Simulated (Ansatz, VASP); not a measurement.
# LiC2 in VASP and in Ansatz

```xyz
3
Lattice="4.3603 0.0000 0.0000 0.0000 4.3603 0.0000 0.0000 0.0000 1.3731" Properties=species:S:1:pos:R:3 pbc="T T T"
Li    0.0000    0.0000    0.0000
C     2.1801    0.0000    0.0000
C     0.0000    2.1801    0.0000
```

Change from the starting cell: ordered vacancies on the anion sites of rhenium trioxide (P4/mmm, No. 123).

Alike in both runs: functional PBE; k mesh 4 × 4 × 12; occupations gaussian, width 0.1 eV; collinear spin.

Ansatz relaxed the structure, and its values are those at the end. VASP's run is a single point on that final structure, the one shown.

|  | VASP | Ansatz |
| --- | --- | --- |
| version | VASP 6.6.1 | Ansatz 0.2.0 |
| potentials or method | VASP PAW PBE potentials, release 64 (Li_sv, C), cutoff 520 eV | scalar-relativistic, plane waves, PAW |
| valence electrons in the cell | 11 | 11 |

|  | VASP | Ansatz | Ansatz less VASP |
| --- | --- | --- | --- |
| gap on the k mesh at the Fermi level (eV) | none | none | - |
| net moment per atom (μB) | 0.00 | 0.00 | 0.000 |

A gap of «none» marks a metal or a gap that the smearing closes. The functional is the same, so the differences come from potentials, cutoffs and numerics. Ansatz's warnings: no starting moments.

The k mesh is coarse, so the values compare programs but aren't converged. Noted on VASP's run: the cutoff is short for stress, so the pressure is rough.
